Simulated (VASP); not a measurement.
Input of a VASP 6.6.1 run:

INCAR

```
PREC = Accurate
ENCUT = 600
EDIFF = 1E-6
ISMEAR = -1
SIGMA = 0.026
LREAL = F
LASPH = T
NELM = 120
ALGO = Normal
ISIF = 2
LWAVE = F
LCHARG = F
GGA = RP
NBANDS = 9
GGA_COMPAT = F
```

The input KPOINTS:

```
Automatic mesh
0
Gamma
  10 10 6
```

POSCAR

```
Be
1.0
    2.2647826536      0.0000000000      0.0000000000
   -1.1323913268      1.9613593121      0.0000000000
    0.0000000000      0.0000000000      3.5741024600
Be
2
Direct
    0.3333333333      0.6666666667      0.7500000000
    0.6666666667      0.3333333333      0.2500000000
```

Potentials or basis: VASP PAW PBE potentials, release 64 (Be).

Command:

```sh
$ cat potpaw_PBE.64/Be/POTCAR > POTCAR
$ mpirun -np 1 vasp_std > vasp.out
```

Task: What does it give for the band gap on the k mesh?

Result: Zero (bands 2 and 3 overlap by 0.64 eV).

Task: Estimate the pressure.

Result: 3.0 GPa.

Stress tensor (GPa, compression positive):
```
 5.09  0.00  0.00
 0.00  5.09  0.00
 0.00  0.00 -1.25
```

Caveat: the PAW data sets were made with another functional, which shifts forces and pressure a little.
